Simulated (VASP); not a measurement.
**S: single point with r2SCAN**

S:

```
S
1.0
     1.70209    0.98270    5.98031
    -1.70209    0.98270    5.98031
     0.00000   -1.96540    5.98031
S
3
Cartesian
  0.0000 0.0000 0.0000
  0.0000 0.0000 4.5896
  0.0000 0.0000 13.3513
```

```
Program                : VASP 6.6.1
Task                   : single point
Functional             : r2SCAN
Potentials or basis    : VASP PAW PBE potentials, release 64 (S)
Cutoff                 : 520 eV
k mesh                 : 6 × 6 × 6
Occupations            : gaussian, width 0.1 eV
Spin                   : no spin polarisation
Dipole correction      : no
Further INCAR settings : ALGO = Normal; EDIFF = 1e-06; NBANDS = 16
```

* Pressure: -0.4 GPa
* Largest force: 0.047 eV/Å
* Band gap on the k mesh: 0.63 eV, indirect (least direct gap 0.99 eV)

Forces in eV/Å, atoms in the order of the input:
```
S    0.000  0.000  0.000
S    0.000  0.000  0.047
S    0.000  0.000 -0.047
```

Stress tensor (GPa, compression positive):
```
-0.47  0.00  0.00
 0.00 -0.47  0.00
 0.00  0.00 -0.23
```

Levels at points of the mesh, in eV from the valence-band top:
| k point | band 5 | band 6 | band 7 | band 8 | band 9 | band 10 | band 11 | band 12 | band 13 | band 14 |
| --- | --- | --- | --- | --- | --- | --- | --- | --- | --- | --- |
| (0.00, 0.00, 0.00) | -3.79 | -2.55 | -1.81 | -1.34 | -1.34 | 1.21 | 1.58 | 1.58 | 7.14 | 7.90 |
| (0.50, 0.00, 0.00) | -5.62 | -4.80 | -2.64 | -1.74 | -1.64 | 1.21 | 2.90 | 4.14 | 5.64 | 9.34 |
| (0.50, 0.50, 0.00) | -5.65 | -4.73 | -2.45 | -1.50 | -1.45 | 1.93 | 2.52 | 2.88 | 4.52 | 9.53 |
| (0.50, 0.50, 0.50) | -3.81 | -3.81 | -1.28 | -1.28 | -0.69 | 0.63 | 1.52 | 1.52 | 8.02 | 8.02 |

It took 3.3 min on 1 thread of Intel(R) Xeon(R) Platinum 8375C CPU @ 2.90GHz (Ice Lake) (shared host), peak memory 0.34 GiB.

Caveat: the PAW data sets were made with another functional, which shifts forces and pressure a little. A k mesh can miss the band edges.
